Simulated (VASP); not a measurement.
Input of a VASP 6.6.1 run:

INCAR

```
SYSTEM = TiO2
PREC     = Accurate       ! precision mode
ENCUT    = 520            ! plane-wave cutoff, eV
EDIFF    = 1E-7           ! SCF threshold, eV
ISMEAR   = -1             ! smearing method
SIGMA    = 0.05           ! smearing width, eV
LREAL    = .False.        ! projectors in reciprocal space
LASPH    = .True.         ! aspherical terms in the spheres
NELM     = 80             ! most SCF steps
ALGO     = Normal         ! electronic algorithm
ISIF     = 2              ! what is computed and relaxed
LWAVE    = .False.        ! write WAVECAR
LCHARG   = .False.        ! write CHGCAR
GGA      = PE             ! functional
NBANDS   = 33             ! bands
```

KPOINTS

```
Automatic mesh
0
Gamma
  10 10 10
  0 0 0
```

POSCAR

```
TiO2
1.0
   -1.8992177977      1.8992177977      4.8493070692
    1.8992177977     -1.8992177977      4.8493070692
    1.8992177977      1.8992177977     -4.8493070692
Ti O
2 4
Direct
    0.7500000000      0.2500000000      0.5000000000
    0.0000000000      0.0000000000      0.0000000000
    0.7935454604      0.7935454604      0.0000000000
    0.5435454604      0.0435454604      0.5000000000
    0.9564545396      0.4564545396      0.5000000000
    0.2064545396      0.2064545396      0.0000000000
```

Potentials or basis: VASP PAW PBE potentials, release 64 (Ti_sv, O).

Launch:

```bash
$ cat potpaw_PBE.64/Ti_sv/POTCAR potpaw_PBE.64/O/POTCAR > POTCAR
$ mpirun -np 1 vasp_std > vasp.out
```

Q: Predict the pressure.

A: 0.8 GPa.

Q: Estimate the band gap on the k mesh.

A: 2.11 eV, indirect (least direct gap 2.41 eV).

Q: Predict the largest force.

A: 0.022 eV/Å.

Forces on the atoms (eV/Å):
```
Ti   0.000  0.000  0.000
Ti   0.000  0.000  0.000
O    0.000  0.000 -0.022
O    0.000  0.000 -0.022
O    0.000  0.000  0.022
O    0.000  0.000  0.022
```

A k mesh can miss the band edges.
